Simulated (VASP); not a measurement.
BeS:

```
CELL_PARAMETERS angstrom
0.00000 2.31730 2.31730
2.31730 0.00000 2.31730
2.31730 2.31730 0.00000
ATOMIC_POSITIONS crystal
Be 0.00000 0.00000 0.00000
S 0.50000 0.50000 0.50000
```

Base run:

```yaml
Program: VASP 6.6.1
Functional: r2SCAN
Potentials_or_basis: VASP PAW PBE potentials, release 64 (Be, S)
Cutoff: 520 eV
k_mesh: 6 × 6 × 6
Occupations: gaussian, width 0.01 eV
Spin: no spin polarisation
```

Its results: band gap on the k mesh 1.35 eV, indirect (least direct gap 4.59 eV); pressure 0.1 GPa.

Question: The run is repeated on the same cell with these changes: functional from r2SCAN to HSE06; k mesh from 6 × 6 × 6 to 4 × 4 × 4. What comes out?

Answer: Band gap on the k mesh 2.07 eV, indirect (least direct gap 5.21 eV); pressure -0.7 GPa.

Several settings changed at once, so the effect can't be laid on one alone.

Caveats: some runs use coarse meshes; the PAW data sets were made with another functional, which shifts forces and pressure a little.

A k mesh can miss the band edges.
